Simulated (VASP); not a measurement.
Runs of VASP 6.6.1 on AlRu. The structure is that of space group Pm-3m (No. 221), or close to it. The cells are those of the table. 

| level | cell | gap on the mesh (eV) | pressure (GPa) |
| --- | --- | --- | --- |
| PBEsol | a = 2.992, b = 2.992, c = 3.111 Å, 2 atoms | none | -10.5 |
| PBEsol | a = 2.992, b = 2.992, c = 2.902 Å, 2 atoms | none | (b) |
| PBEsol | a = 2.992, b = 2.992, c = 3.096 Å, 2 atoms | none | (a) |
| PBEsol+D4 | a = 2.992, b = 2.992, c = 2.872 Å, 2 atoms | none | 2.9 |
| PBEsol | a = 2.992, b = 2.992, c = 3.081 Å, 2 atoms | none | -8.9 |
| PBEsol | a = 2.992, b = 2.992, c = 2.962 Å, 2 atoms | none | -1.1 |
| PBEsol | a = 2.992, b = 2.992, c = 2.872 Å, 2 atoms | none | 6.2 |

Alike in all rows: task single point; potentials or basis VASP PAW PBE potentials, release 64 (Al, Ru_pv); no spin polarisation; k mesh 16 × 16 × 16; cutoff (eV) 520; smearing gaussian 0.15 eV.

Question: Fill in the values left out.

Answer: (a) -9.7; (b) 3.6.

Caveats: the PAW data sets were made with another functional, which shifts forces and pressure a little; the cell stands under tension (at least some runs); the cell stands under pressure (at least some runs).

A k mesh can miss the band edges, and the runs leave out spin-orbit coupling on Ru.

A gap of «none» marks levels without a gap at the run's occupations.
